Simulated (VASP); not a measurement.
HgC4F6, 11 atoms in the cell. The typed cell holds 11 atoms: a = 5.378 Å, b = 6.226 Å, c = 6.958 Å, α = 102.38°, β = 109.37°, γ = 108.43°. 

```yaml
Program: VASP 6.6.1
Task: single point
Functional: PBE
Potentials_or_basis: VASP PAW PBE potentials, release 64 (Hg, C, F)
Cutoff: 520 eV
k_mesh: 4 × 4 × 4
Occupations: gaussian, width 0.1 eV
Spin: no spin polarisation
Dipole_correction: no
Further_INCAR_settings: ALGO = Normal; EDIFF = 1e-06; NBANDS = 46
```

Potentials or basis: VASP PAW PBE potentials, release 64 (Hg, C, F).

Command:

```console
$ cat potpaw_PBE.64/Hg/POTCAR potpaw_PBE.64/C/POTCAR potpaw_PBE.64/F/POTCAR > POTCAR
$ mpirun -np 1 vasp_std > vasp.out
```

Hardware: 1 thread of Intel Xeon 8259CL (shared host).

Q: Estimate the wall time of this run.

A: Wall time 7.9 min on 1 thread of Intel Xeon 8259CL (shared host), peak memory 0.47 GiB. Counts: scf iterations 14, k points 36.
